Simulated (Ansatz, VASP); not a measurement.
# MoS2: VASP beside Ansatz

```
Mo S
1.0
     1.59250    0.91943    6.49700
    -1.59250    0.91943    6.49700
     0.00000   -1.83886    6.49700
Mo S
1 2
Direct
  0.00011 0.00011 0.00011
  0.25380 0.25380 0.25380
  0.41309 0.41309 0.41309
```

Alike in both runs: functional r2SCAN; k mesh 12 × 12 × 12; occupations gaussian, width 0.02 eV; no spin polarisation.

Ansatz relaxed the structure, and its values are those at the end. VASP's run is a single point on that final structure, the one shown.

|  | VASP | Ansatz |
| --- | --- | --- |
| version | VASP 6.6.1 | Ansatz 0.2.0 |
| potentials or method | VASP PAW PBE potentials, release 64 (Mo_sv, S), cutoff 520 eV | scalar-relativistic, plane waves, PAW |
| valence electrons in the cell | 26 | 26 |

|  | VASP | Ansatz | Ansatz less VASP |
| --- | --- | --- | --- |
| gap on the k mesh at the Fermi level (eV) | 1.17 | 1.15 | -0.018 |
| least direct gap on the mesh (eV) | 1.77 | 1.76 | -0.008 |
| pressure (GPa) | 0.0 | 0.0 | -0.04 |

VASP's potentials were made for PBE, not for r2SCAN.
